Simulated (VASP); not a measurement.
Au: relaxation of cell and atoms with PBE

The system is Au.

```
CELL_PARAMETERS angstrom
0.00000 2.03500 2.03500
2.03500 0.00000 2.03500
2.03500 2.03500 0.00000
ATOMIC_POSITIONS crystal
Au 0.00000 0.00000 0.00000
```

```json
{
  "Program": "VASP 6.6.1",
  "Task": "relaxation of cell and atoms",
  "Functional": "PBE",
  "Potentials or basis": "VASP PAW PBE potentials, release 64 (Au)",
  "Cutoff": "600 eV",
  "k mesh": "10 × 10 × 10",
  "Occupations": "fermi-dirac, width 0.1 eV",
  "Spin": "no spin polarisation",
  "Target pressure": "30 GPa",
  "Dipole correction": "no",
  "Further INCAR settings": "ALGO = Normal; EDIFF = 1e-06; IBRION = 2; EDIFFG = -0.01; NSW = 80; ISIF = 3"
}
```

- Relaxed volume: 15.60 Å³/atom
- Relaxed cell: a = 2.805 Å, b = 2.805 Å, c = 2.805 Å, α = 60.00°, β = 60.00°, γ = 60.00°
- Space group after relaxing (to 0.05 Å): Fm-3m (No. 225)
- Energy change on relaxing (the enthalpy is what falls): +155.0 meV/atom
- Ionic steps: 5
- Pressure after relaxing: 30.0 GPa

The path:
```tsv
step	energy change (eV)	largest force (eV/Å)	pressure (GPa)	volume (Å³)
1	0.0000	0.0000	11.01	16.85
2	1.6754	0.0000	147.73	12.44
3	0.1363	0.0000	28.08	15.70
4	0.1491	0.0000	29.40	15.63
5	0.1550	0.0000	30.01	15.60
```

Final structure:
```
Au
1.0
     0.00000    1.98309    1.98309
     1.98309    0.00000    1.98309
     1.98309    1.98309    0.00000
Au
1
Direct
  0.00000 0.00000 0.00000
```

Levels at points of the mesh, in eV from the Fermi level:
```csv
k point,band 2,band 3,band 4,band 5,band 6,band 7,band 8,band 9
"(0.00, 0.00, 0.00)",-5.22,-5.22,-5.22,-3.45,-3.45,14.34,18.85,18.85
"(0.50, 0.00, 0.00)",-5.27,-5.27,-2.05,-2.05,-1.40,3.57,13.81,17.77
"(0.50, 0.50, 0.00)",-7.60,-2.10,-1.67,-1.67,0.75,6.52,10.24,10.24
```

It took 54 s on 1 thread of AMD EPYC 7R13 (shared host), peak memory 0.13 GiB.

Caveat: the cell is relaxed towards a set pressure, so the enthalpy falls and the energy may rise; spin-orbit coupling is left out, which moves the levels of the heavy elements.
